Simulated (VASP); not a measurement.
# Si2Mo (I4/mmm) in VASP: a series of runs

Si2Mo is run at these levels: r2SCAN; tasks: single point.

All numbers are computed with VASP 6.6.1; they aren't measurements. Logs are shortened: lines on timing, memory, paths and dates and some standing lists are left out, and cuts for length are marked.

## 1. The cell of the first run

Symmetry: I4/mmm, No. 139, tetragonal system. Conventional cell: a = 3.113 Å, b = 3.113 Å, c = 7.652 Å, α = 90.00°, β = 90.00°, γ = 90.00°. Within 3.4 Å of Si (site symmetry 4mm) lie 9 Si at 2.54 to 3.11 Å and 5 Mo at 2.54 to 2.56 Å. Within 3.4 Å of Mo (site symmetry 4/mmm) lie 10 Si at 2.54 to 2.56 Å and 4 Mo at 3.11 Å.

## 2. Single point, r2SCAN

The input, POSCAR:

```
Si2Mo
1.0
   -1.5566156802      1.5566156802      3.8262287384
    1.5566156802     -1.5566156802      3.8262287384
    1.5566156802      1.5566156802     -3.8262287384
Si Mo
2 1
Direct
    0.3341119105      0.3341119105      0.0000000000
    0.6658880895      0.6658880895      0.0000000000
    0.0000000000      0.0000000000      0.0000000000
```

The input, INCAR.step1:

```
ALGO     = Normal         # electronic algorithm
EDIFF    = 1E-4           # SCF threshold, eV
ENCUT    = 520            # plane-wave cutoff, eV
GGA      = PE             # functional
ISMEAR   = 0              # smearing method
LASPH    = T              # aspherical terms in the spheres
LCHARG   = F              # write CHGCAR
LREAL    = F              # projectors in reciprocal space
LWAVE    = T              # write WAVECAR
NBANDS   = 18             # bands
NELM     = 60             # most SCF steps
PREC     = Accurate       # precision mode
SIGMA    = 0.1            # smearing width, eV
```

The input, INCAR.step2:

```
ALGO     = Normal         # electronic algorithm
EDIFF    = 1E-6           # SCF threshold, eV
ENCUT    = 520            # plane-wave cutoff, eV
ISIF     = 2              # what is computed and relaxed
ISMEAR   = 0              # smearing method
ISTART   = 1            
LASPH    = T              # aspherical terms in the spheres
LCHARG   = F              # write CHGCAR
LMIXTAU  = T            
LREAL    = F              # projectors in reciprocal space
LWAVE    = F              # write WAVECAR
METAGGA  = R2SCAN         # meta-GGA
NBANDS   = 18             # bands
NELM     = 60             # most SCF steps
PREC     = Accurate       # precision mode
SIGMA    = 0.1            # smearing width, eV
```

The input, KPOINTS:

```
k-points
0
Gamma
  18 18 18
```

Potentials or basis: VASP PAW PBE potentials, release 64 (Si, Mo_sv).

Launch:

```console
cat potpaw_PBE.64/Si/POTCAR potpaw_PBE.64/Mo_sv/POTCAR > POTCAR
cp INCAR.step1 INCAR
mpirun -np 1 vasp_std > vasp.out
cp INCAR.step2 INCAR
mpirun -np 1 vasp_std > vasp.out
```

OUTCAR:

```text
EDIFF = 1E-6
   ENCUT = 520
   ISIF = 2
   ISMEAR = 0
   ISTART = 1
   LASPH = T
   LREAL = F
   METAGGA = R2SCAN
   NELM = 60
   PREC = Accurate

 ion  position               nearest neighbor table
   1  0.334  0.334  0.000-   2 2.54   3 2.54   3 2.54   3 2.54   3 2.54   2 2.55   2 2.55   2 2.55
                             2 2.55   3 2.56
   2  0.666  0.666  0.000-   1 2.54   3 2.54   3 2.54   3 2.54   3 2.54   1 2.55   1 2.55   1 2.55
                             1 2.55   3 2.56
   3  0.000  0.000  0.000-   2 2.54   1 2.54   2 2.54   1 2.54   2 2.54   1 2.54   1 2.54   2 2.54
                             1 2.56   2 2.56

  LATTYP: Found a body centered tetragonal cell.
 ALAT       =     3.1132313604
 C/A-ratio  =     2.4580432968

  Lattice vectors:

 A1 = (  -1.5566156802,   1.5566156802,   3.8262287384)
 A2 = (   1.5566156802,  -1.5566156802,   3.8262287384)
 A3 = (   1.5566156802,   1.5566156802,  -3.8262287384)

Analysis of symmetry for initial positions (statically):
=====================================================================
 Subroutine PRICEL returns:
 Original cell was already a primitive cell.

 Routine SETGRP: Setting up the symmetry group for a
 body centered tetragonal supercell.

 Subroutine GETGRP returns: Found 16 space group operations
 (whereof 16 operations were pure point group operations)
 out of a pool of 16 trial point group operations.

The static configuration has the point symmetry D_4h.

Analysis of symmetry for dynamics (positions and initial velocities):
=====================================================================
 Subroutine PRICEL returns:
 Original cell was already a primitive cell.

 Routine SETGRP: Setting up the symmetry group for a
 body centered tetragonal supercell.

 Subroutine GETGRP returns: Found 16 space group operations
 (whereof 16 operations were pure point group operations)
 out of a pool of 16 trial point group operations.

The dynamic configuration has the point symmetry D_4h.

 Subroutine INISYM returns: Found 16 space group operations
 (whereof 16 operations are pure point group operations),
 and found     1 'primitive' translations

----------------------------------------------------------------------------------------

                                     Primitive cell

  volume of cell :      37.0846

  direct lattice vectors                    reciprocal lattice vectors
    -1.556615680  1.556615680  3.826228738     0.000000000  0.321209664  0.130676976
     1.556615680 -1.556615680  3.826228738     0.321209664  0.000000000  0.130676976
     1.556615680  1.556615680 -3.826228738     0.321209664  0.321209664  0.000000000

  length of vectors
     4.414309811  4.414309811  4.414309811     0.346773875  0.346773875  0.454259064

  position of ions in fractional coordinates (direct lattice)
     0.334111910  0.334111910  0.000000000
     0.665888090  0.665888090  0.000000000
     0.000000000  0.000000000  0.000000000

  ion indices of the primitive-cell ions
   primitive index   ion index
                 1           1
                 2           2
                 3           3

----------------------------------------------------------------------------------------

 KPOINTS: k-points

Automatic generation of k-mesh.
 Grid dimensions read from file:
 generate k-points for:   18   18   18

 Generating k-lattice:

  Cartesian coordinates                     Fractional coordinates (reciprocal lattice)
     0.000000000  0.017844981  0.007259832     0.055555556  0.000000000  0.000000000
     0.017844981  0.000000000  0.007259832     0.000000000  0.055555556  0.000000000
     0.017844981  0.017844981  0.000000000     0.000000000  0.000000000  0.055555556

  Length of vectors
     0.019265215  0.019265215  0.025236615

  Shift w.r.t. Gamma in fractional coordinates (k-lattice)
     0.000000000  0.000000000  0.000000000

 Subroutine IBZKPT returns following result:
 ===========================================

 Found    480 irreducible k-points:

 Following reciprocal coordinates:
[... 52 lines left out ...]
      4     -22.3535      2.00000
      5      -1.0889      2.00000
      6       6.2785      2.00000
[... 10 lines left out ...]
     17      19.6466      0.00000
     18      20.6564      0.00000

 k-point     4 :       0.1667   -0.0000    0.0000
  band No.  band energies     occupation
      1     -48.9939      2.00000
      2     -22.5109      2.00000
      3     -22.4561      2.00000
      4     -22.3485      2.00000
      5      -0.7754      2.00000
      6       6.2967      2.00000
[... 10 lines left out ...]
     17      20.2389      0.00000
     18      21.7120      0.00000

 k-point     5 :       0.2222   -0.0000    0.0000
  band No.  band energies     occupation
      1     -48.9888      2.00000
      2     -22.5208      2.00000
      3     -22.5047      2.00000
      4     -22.3424      2.00000
      5      -0.3484      2.00000
      6       6.1932      2.00000
[... 10 lines left out ...]
     17      21.0852      0.00000
     18      22.8565      0.00000

 k-point     6 :       0.2778    0.0000    0.0000
  band No.  band energies     occupation
      1     -48.9834      2.00000
      2     -22.5866      2.00000
      3     -22.5003      2.00000
      4     -22.3358      2.00000
      5       0.1811      2.00000
      6       5.8373      2.00000
[... 307 lines left out ...]
 k-point    21 :      -0.3889    0.0556    0.0000
  band No.  band energies     occupation
      1     -48.9733      2.00000
      2     -22.6968      2.00000
      3     -22.4890      2.00000
      4     -22.3357      2.00000
      5       1.4462      2.00000
      6       4.6635      2.00000
[... 10 lines left out ...]
     17      21.4214      0.00000
     18      23.6173      0.00000

 k-point    22 :      -0.3333    0.0556    0.0000
  band No.  band energies     occupation
      1     -48.9774      2.00000
      2     -22.6467      2.00000
      3     -22.4927      2.00000
      4     -22.3408      2.00000
      5       0.7634      2.00000
      6       5.3896      2.00000
[... 10 lines left out ...]
     17      21.6053      0.00000
     18      22.9622      0.00000

 k-point    23 :      -0.2778    0.0556   -0.0000
  band No.  band energies     occupation
      1     -48.9825      2.00000
      2     -22.5848      2.00000
      3     -22.4975      2.00000
      4     -22.3471      2.00000
      5       0.1566      2.00000
      6       6.0409      2.00000
[... 10 lines left out ...]
     17      21.5129      0.00000
     18      22.5877      0.00000

 k-point    24 :      -0.2222    0.0556   -0.0000
  band No.  band energies     occupation
      1     -48.9879      2.00000
      2     -22.5187      2.00000
      3     -22.5023      2.00000
      4     -22.3537      2.00000
      5      -0.3582      2.00000
      6       6.4567      2.00000
[... 10 lines left out ...]
     17      20.7411      0.00000
     18      22.8192      0.00000

 [... further k-points ...]

------------------------ aborting loop because EDIFF is reached ----------------------------------------

  FORCE on cell =-STRESS in cart. coord.  units (eV):
  Direction    XX          YY          ZZ          XY          YZ          ZX
  --------------------------------------------------------------------------------------
  -------------------------------------------------------------------------------------
  Total        4.7674643      4.7674643      4.7548701      0.0000000     -0.0000000     -0.0000000
  in kB      205.9701598    205.9701598    205.4260494      0.0000000     -0.0000000     -0.0000000
  external PRESSURE =     205.7887896 kB  Pullay stress =       0.0000000 kB

 VOLUME and BASIS-vectors are now :
 -----------------------------------------------------------------------------
  energy-cutoff  :      520.00
  volume of cell :       37.08
      direct lattice vectors                 reciprocal lattice vectors
    -1.556615680  1.556615680  3.826228738     0.000000000  0.321209664  0.130676976
     1.556615680 -1.556615680  3.826228738     0.321209664  0.000000000  0.130676976
     1.556615680  1.556615680 -3.826228738     0.321209664  0.321209664  0.000000000

 POSITION                                       TOTAL-FORCE (eV/Angst)
 -----------------------------------------------------------------------------------
      0.00000      0.00000      2.55678         0.000000      0.000000     -0.012290
      0.00000      0.00000      5.09568        -0.000000     -0.000000      0.012290
      0.00000      0.00000      0.00000         0.000000      0.000000      0.000000
 -----------------------------------------------------------------------------------
    total drift:                                0.000000     -0.000000      0.000000

  FREE ENERGIE OF THE ION-ELECTRON SYSTEM (eV)
  ---------------------------------------------------
  free  energy   TOTEN  =       -44.8336913301 eV

  energy  without entropy=      -44.8326794511  energy(sigma->0) =      -44.83318539
```

Wall time 29 min (1 thread of Intel Xeon Platinum 8259CL at 2.50GHz (Skylake/Cascade Lake), shared host); peak memory 0.45 GiB.

Results:

| Item | Value |
| --- | --- |
| Free energy | -44.8337 eV |
| Pressure | 20.6 GPa |
| Largest force | 0.012 eV/Å |
| Band gap on the k mesh | zero (band 11 reaches 14.08 eV, above the bottom of band 12 at 12.99 eV) |

Forces on the atoms (eV/Å):
```
Si   0.000  0.000 -0.012
Si   0.000  0.000  0.012
Mo   0.000  0.000  0.000
```

Levels at points of the mesh, in eV from the Fermi level:
| k point | band 7 | band 8 | band 9 | band 10 | band 11 | band 12 | band 13 | band 14 | band 15 | band 16 |
| --- | --- | --- | --- | --- | --- | --- | --- | --- | --- | --- |
| (0.00, 0.00, 0.00) | -3.54 | -3.46 | -3.06 | -3.06 | 0.42 | 2.98 | 4.01 | 4.02 | 4.02 | 4.80 |
| (0.50, 0.00, 0.00) | -5.57 | -5.07 | -3.02 | -2.98 | -0.68 | 2.82 | 3.40 | 4.61 | 5.07 | 6.00 |
| (0.50, 0.50, 0.00) | -6.45 | -5.37 | -5.06 | -3.65 | -1.33 | 2.91 | 3.38 | 3.65 | 3.74 | 5.06 |
| (0.50, 0.50, 0.50) | -4.14 | -2.59 | -0.70 | -0.70 | -0.54 | -0.54 | 0.59 | 5.34 | 6.42 | 6.82 |

Caveat: the PAW data sets were made with another functional, which shifts forces and pressure a little.

## 3. Single point, r2SCAN

This run uses another cell than the first one, of 12.81 Å³/atom, 1.036 times its volume.

The input, POSCAR:

```
Si2Mo
1.0
   -1.5768122277      1.5768122277      3.8642940278
    1.5768122277     -1.5768122277      3.8642940278
    1.5768122277      1.5768122277     -3.8642940278
Si Mo
2 1
Direct
    0.3346512642      0.3346512642      0.0000000000
    0.6653487358      0.6653487358      0.0000000000
    0.0000000000      0.0000000000      0.0000000000
```

The input, INCAR.step1:

```
SYSTEM = Si2Mo
PREC = Accurate ; ENCUT = 520
ISMEAR = 0 ; SIGMA = 0.1
LREAL = .False. ; LASPH = .True.
NELM = 60 ; NBANDS = 18
GGA = PE ; ALGO = Normal
EDIFF = 1E-4 ; LWAVE = .True.
LCHARG = .False.
```

The input, INCAR.step2:

```
SYSTEM = Si2Mo
PREC = Accurate ; ENCUT = 520
EDIFF = 1E-7 ; ISMEAR = 0
SIGMA = 0.1 ; LREAL = .False.
LASPH = .True. ; NELM = 60
ALGO = Normal ; ISIF = 2
LWAVE = .False. ; LCHARG = .False.
METAGGA = R2SCAN ; LMIXTAU = .True.
NBANDS = 18 ; ISTART = 1
```

The input, KPOINTS:

```
Automatic mesh
0
Gamma
  18 18 18
  0 0 0
```

Potentials or basis: VASP PAW PBE potentials, release 64 (Si, Mo_sv).

Launch:

```console
cat potpaw_PBE.64/Si/POTCAR potpaw_PBE.64/Mo_sv/POTCAR > POTCAR
cp INCAR.step1 INCAR
mpirun -np 1 vasp_std > vasp.out
cp INCAR.step2 INCAR
mpirun -np 1 vasp_std > vasp.out
```

Wall time 33 min (1 thread of Intel Xeon Platinum 8259CL at 2.50GHz (Skylake/Cascade Lake), shared host); peak memory 0.46 GiB.

The run converged. Its results:

* Free energy: -44.9631 eV
* Pressure: 10.5 GPa
* Largest force: 0.015 eV/Å
* Band gap on the k mesh: zero (band 11 reaches 13.46 eV, above the bottom of band 12 at 12.40 eV)

Forces on the atoms (eV/Å):
```
Si   0.000  0.000 -0.015
Si   0.000  0.000  0.015
Mo   0.000  0.000  0.000
```

Stress tensor (GPa, compression positive):
```
10.51  0.00  0.00
 0.00 10.51  0.00
 0.00  0.00 10.41
```

Levels at points of the mesh, in eV from the Fermi level:
| k point | band 9 | band 10 | band 11 | band 12 | band 13 | band 14 |
| --- | --- | --- | --- | --- | --- | --- |
| (0.00, 0.00, 0.00) | -2.94 | -2.94 | 0.38 | 3.18 | 3.75 | 3.85 |
| (0.50, 0.00, 0.00) | -2.89 | -2.85 | -0.62 | 2.68 | 3.34 | 4.56 |
| (0.50, 0.50, 0.00) | -4.90 | -3.46 | -1.37 | 2.76 | 3.21 | 3.55 |
| (0.50, 0.50, 0.50) | -0.66 | -0.66 | -0.56 | -0.56 | 0.54 | 5.25 |

Caveat: the PAW data sets were made with another functional, which shifts forces and pressure a little.

## 4. Single point, r2SCAN (volume scaled by 0.94, then relaxed in part)

The input, POSCAR:

```
Si2Mo
1.0
   -1.5653768839      1.5653768839      3.8433283110
    1.5653768839     -1.5653768839      3.8433283110
    1.5653768839      1.5653768839     -3.8433283110
Si Mo
2 1
Direct
    0.3343805032      0.3343805032      0.0000000000
    0.6656194968      0.6656194968      0.0000000000
    0.0000000000      0.0000000000      0.0000000000
```

The input, INCAR.step1:

```
PREC     = Accurate       # precision mode
ENCUT    = 520            # plane-wave cutoff, eV
ISMEAR   = 0              # smearing method
SIGMA    = 0.1            # smearing width, eV
LREAL    = False          # projectors in reciprocal space
LASPH    = True           # aspherical terms in the spheres
NELM     = 80             # most SCF steps
NBANDS   = 18             # bands
GGA      = PE             # functional
ALGO     = Normal         # electronic algorithm
EDIFF    = 1E-4           # SCF threshold, eV
LWAVE    = True           # write WAVECAR
LCHARG   = False          # write CHGCAR
```

The input, INCAR.step2:

```
PREC     = Accurate       # precision mode
ENCUT    = 520            # plane-wave cutoff, eV
EDIFF    = 1E-6           # SCF threshold, eV
ISMEAR   = 0              # smearing method
SIGMA    = 0.1            # smearing width, eV
LREAL    = False          # projectors in reciprocal space
LASPH    = True           # aspherical terms in the spheres
NELM     = 80             # most SCF steps
ALGO     = Normal         # electronic algorithm
ISIF     = 2              # what is computed and relaxed
LWAVE    = False          # write WAVECAR
LCHARG   = True           # write CHGCAR
METAGGA  = R2SCAN         # meta-GGA
LMIXTAU  = True         
LELF     = True           # ELF
LVHAR    = True         
NBANDS   = 18             # bands
ISTART   = 1
```

The input, KPOINTS:

```
regular mesh
0
Gamma
  18 18 18
```

Launch:

```console
cat potpaw_PBE.64/Si/POTCAR potpaw_PBE.64/Mo_sv/POTCAR > POTCAR
cp INCAR.step1 INCAR
mpirun -np 1 vasp_std > vasp.out
cp INCAR.step2 INCAR
mpirun -np 1 vasp_std > vasp.out
```

Run time: 27 min. Hardware: 1 thread of AMD EPYC 9R45 (Zen 5), shared host; peak memory 0.42 GiB.

The run converged. Its results:

* Free energy: -44.9005 eV
* Pressure: 16.0 GPa
* Largest force: 0.020 eV/Å
* Band gap on the k mesh: zero (band 11 reaches 13.81 eV, above the bottom of band 12 at 12.73 eV)

Forces on the atoms (eV/Å):
```
Si   0.000  0.000 -0.020
Si   0.000  0.000  0.020
Mo   0.000  0.000  0.000
```

Stress tensor (GPa, compression positive):
```
16.01  0.00  0.00
 0.00 16.01  0.00
 0.00  0.00 15.85
```

Levels at points of the mesh, in eV from the Fermi level:
| k point | band 9 | band 10 | band 11 | band 12 | band 13 | band 14 |
| --- | --- | --- | --- | --- | --- | --- |
| (0.00, 0.00, 0.00) | -3.01 | -3.01 | 0.40 | 3.07 | 3.89 | 3.94 |
| (0.50, 0.00, 0.00) | -2.95 | -2.95 | -0.65 | 2.76 | 3.38 | 4.59 |
| (0.50, 0.50, 0.00) | -4.99 | -3.57 | -1.35 | 2.84 | 3.31 | 3.60 |
| (0.50, 0.50, 0.50) | -0.68 | -0.68 | -0.55 | -0.55 | 0.57 | 5.30 |

Caveat: the cell differs from its parent crystal (volume scaled by 0.94, then relaxed in part); the PAW data sets were made with another functional, which shifts forces and pressure a little.

## 5. Single point, r2SCAN (volume scaled by 0.97, then relaxed in part)

The input, POSCAR:

```
Si2Mo
1.0
   -1.5832589371      1.5832589371      3.8769062739
    1.5832589371     -1.5832589371      3.8769062739
    1.5832589371      1.5832589371     -3.8769062739
Si Mo
2 1
Direct
    0.3348555837      0.3348555837      0.0000000000
    0.6651444163      0.6651444163      0.0000000000
    0.0000000000      0.0000000000      0.0000000000
```

The input, INCAR.step1:

```
SYSTEM = Si2Mo
  PREC = Accurate
  ENCUT = 520
  ISMEAR = 0
  SIGMA = 0.1
  LREAL = .FALSE.
  LASPH = .TRUE.
  NELM = 100
  NBANDS = 18
  GGA = PE
  ALGO = Normal
  EDIFF = 1E-4
  LWAVE = .TRUE.
  LCHARG = .FALSE.
```

The input, INCAR.step2:

```
SYSTEM = Si2Mo
  PREC = Accurate
  ENCUT = 520
  EDIFF = 1E-7
  ISMEAR = 0
  SIGMA = 0.1
  LREAL = .FALSE.
  LASPH = .TRUE.
  NELM = 100
  ALGO = Normal
  ISIF = 2
  LWAVE = .FALSE.
  LCHARG = .FALSE.
  METAGGA = R2SCAN
  LMIXTAU = .TRUE.
  NBANDS = 18
  ISTART = 1
```

The input, KPOINTS:

```
Automatic mesh
0
G
  18 18 18
  0 0 0
```

Launch:

```console
cat potpaw_PBE.64/Si/POTCAR potpaw_PBE.64/Mo_sv/POTCAR > POTCAR
cp INCAR.step1 INCAR
mpirun -np 1 vasp_std > vasp.out
cp INCAR.step2 INCAR
mpirun -np 1 vasp_std > vasp.out
```

Wall time 31 min (1 thread of AMD EPYC 9R45 (Zen 5), shared host); peak memory 0.43 GiB.

The run converged. Its results:

```
Free energy            : -44.9879 eV
Pressure               : 7.5 GPa
Largest force          : 0.019 eV/Å
Band gap on the k mesh : zero (band 11 reaches 13.27 eV, above the bottom of band 12 at 12.22 eV)
```

Forces on the atoms (eV/Å):
```
Si   0.000  0.000 -0.019
Si   0.000  0.000  0.019
Mo   0.000  0.000  0.000
```

Stress tensor (GPa, compression positive):
```
7.60 0.00 0.00
0.00 7.60 0.00
0.00 0.00 7.44
```

Levels at points of the mesh, in eV from the Fermi level:
```tsv
k point	band 9	band 10	band 11	band 12	band 13	band 14
(0.00, 0.00, 0.00)	-2.91	-2.91	0.37	3.24	3.68	3.80
(0.50, 0.00, 0.00)	-2.86	-2.80	-0.60	2.64	3.32	4.53
(0.50, 0.50, 0.00)	-4.85	-3.41	-1.38	2.71	3.16	3.52
(0.50, 0.50, 0.50)	-0.65	-0.65	-0.56	-0.56	0.53	5.22
```

Caveat: the cell differs from its parent crystal (volume scaled by 0.97, then relaxed in part); the PAW data sets were made with another functional, which shifts forces and pressure a little.

## 6. The runs side by side

```csv
cell,gap on the mesh (eV),pressure (GPa),largest force (eV/Å)
"a = 4.414 Å, angles 138.7, 138.7, 59.8°, 3 atoms",none,20.6,0.01
"a = 4.462 Å, angles 138.6, 138.6, 60.0°, 3 atoms",none,10.5,0.01
"a = 4.435 Å, angles 138.7, 138.7, 59.9°, 3 atoms",none,16.0,0.02
"a = 4.477 Å, angles 138.6, 138.6, 60.0°, 3 atoms",none,7.5,0.02
```

Alike in all rows: task single point; level r2SCAN; potentials or basis VASP PAW PBE potentials, release 64 (Si, Mo_sv); no spin polarisation; k mesh 18 × 18 × 18; cutoff (eV) 520; smearing gaussian 0.1 eV.

Caveats: the PAW data sets were made with another functional, which shifts forces and pressure a little.

Absolute energies hang on the potentials; compare differences alone.
